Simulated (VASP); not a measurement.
Here is a VASP 6.6.1 calculation.

File INCAR:

```
SYSTEM = HfN
ALGO     = Normal         ! electronic algorithm
EDIFF    = 1E-6           ! SCF threshold, eV
EDIFFG   = -0.005         ! ionic threshold
ENCUT    = 600            ! plane-wave cutoff, eV
GGA      = PE             ! functional
IBRION   = 2              ! ionic algorithm
ISIF     = 3              ! what is computed and relaxed
ISMEAR   = -1             ! smearing method
LASPH    = .TRUE.         ! aspherical terms in the spheres
LCHARG   = .FALSE.        ! write CHGCAR
LREAL    = .FALSE.        ! projectors in reciprocal space
LWAVE    = .FALSE.        ! write WAVECAR
NELM     = 80             ! most SCF steps
NSW      = 32             ! ionic steps
PREC     = Accurate       ! precision mode
PSTRESS  = 1100.0       
SIGMA    = 0.05           ! smearing width, eV
```

The input KPOINTS:

```
k-points
0
G
  17 17 17
  0 0 0
```

File POSCAR:

```
HfN
1.0
    0.0000000000      2.0937812236      2.0937812236
    2.0937812236      0.0000000000      2.0937812236
    2.0937812236      2.0937812236      0.0000000000
Hf N
1 1
Direct
    0.0000000000      0.0000000000      0.0000000000
    0.5000000000      0.5000000000      0.5000000000
```

Potentials or basis: VASP PAW PBE potentials, release 64 (Hf_pv, N).

Command:

```console
$ cat potpaw_PBE.64/Hf_pv/POTCAR potpaw_PBE.64/N/POTCAR > POTCAR
$ mpirun -np 1 vasp_std > vasp.out
```

(1) What does it give for the band gap on the k mesh?

(2) Predict the relaxed cell.

(3) What does it give for the relaxed volume?

## Answers

(1) zero (an odd number of electrons rules out a gap without spin polarisation).

(2) a = 2.958 Å, b = 2.958 Å, c = 2.958 Å, α = 60.00°, β = 60.00°, γ = 60.00°.

(3) 9.15 Å³/atom.

Caveat: the cell is relaxed towards a set pressure, so the run minimises the enthalpy, not the energy; spin-orbit coupling is left out, which moves the levels of the heavy elements.
